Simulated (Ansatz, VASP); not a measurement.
# Two plane-wave programs on LiH

Contents of POSCAR:

```
LiH
1.0
    2.5140002275      0.0123415163      0.0123415163
    0.0123415163      2.5140002275      0.0123415163
    0.0123415163      0.0123415163      2.5140002275
Li H
1 1
Direct
    0.0000000000      0.0000000000      0.0000000000
    0.5000000000      0.5000000000      0.5000000000
```

Contents of INCAR.step1:

```
PREC     = Accurate       # precision mode
ENCUT    = 520            # plane-wave cutoff, eV
EDIFF    = 1E-5           # SCF threshold, eV
ISMEAR   = 0              # smearing method
SIGMA    = 0.01           # smearing width, eV
LREAL    = False          # projectors in reciprocal space
LASPH    = True           # aspherical terms in the spheres
NELM     = 100            # most SCF steps
ALGO     = Normal         # electronic algorithm
ISIF     = 2              # what is computed and relaxed
LWAVE    = True           # write WAVECAR
LCHARG   = False          # write CHGCAR
GGA      = PE             # functional
NBANDS   = 9              # bands
```

File INCAR.step2:

```
PREC     = Accurate       # precision mode
ENCUT    = 520            # plane-wave cutoff, eV
EDIFF    = 1E-7           # SCF threshold, eV
ISMEAR   = 0              # smearing method
SIGMA    = 0.01           # smearing width, eV
LREAL    = False          # projectors in reciprocal space
LASPH    = True           # aspherical terms in the spheres
NELM     = 100            # most SCF steps
ALGO     = Normal         # electronic algorithm
ISIF     = 2              # what is computed and relaxed
LWAVE    = False          # write WAVECAR
LCHARG   = False          # write CHGCAR
GGA      = PE             # functional
LHFCALC  = True           # exact exchange
HFSCREEN = 0.2079         # screening, 1/A
PRECFOCK = Normal       
ISTART   = 1            
NBANDS   = 9              # bands
```

File KPOINTS:

```
Automatic mesh
0
Gamma
  8 8 8
```

Input for Ansatz:

```yaml
crystal:
  lattice:
    - [2.5140002275, 0.0123415163, 0.0123415163]
    - [0.0123415163, 2.5140002275, 0.0123415163]
    - [0.0123415163, 0.0123415163, 2.5140002275]
  atoms:
    - { symbol: Li, position: [0.0, 0.0, 0.0] }
    - { symbol: H, position: [0.5, 0.5, 0.5] }
kpoints:
  mp_grid: { grid: [8, 8, 8] }
  band_path:
    path: [[0.0, 0.0, 0.0], [0.0, 0.5, 0.0], [0.5, 0.5, 0.0], [0.5, 0.5, 0.5]]
    npoints: 1
hamiltonian:
  xc: hse06
scf:
  occupations: { method: fixed }
  n_extra_bands: 4
output:
  forces: true
  stress: true
  eigenvalues: true
```

Change from the starting cell: shear_111 strain +1.5%.

Alike in both runs: task single point; functional HSE06; k mesh 8 × 8 × 8; no spin polarisation.

```csv
,VASP,Ansatz
version,VASP 6.6.1,Ansatz 0.2.0
potentials or method,"VASP PAW PBE potentials, release 64 (Li_sv, H)","plane waves, PAW"
plane-wave cutoff (eV),520,420
occupations,"gaussian, width 0.01 eV",fixed
valence electrons in the cell,4,4
```

|  | VASP | Ansatz | Ansatz less VASP |
| --- | --- | --- | --- |
| gap on the k mesh at the Fermi level (eV) | 1.44 | 1.42 | -0.022 |

Ansatz's warnings: stress exchange threshold loose, stress scf threshold loose.

Noted on VASP's run: the cutoff is under 1.25 times that of the potentials, so the pressure is a little rough.
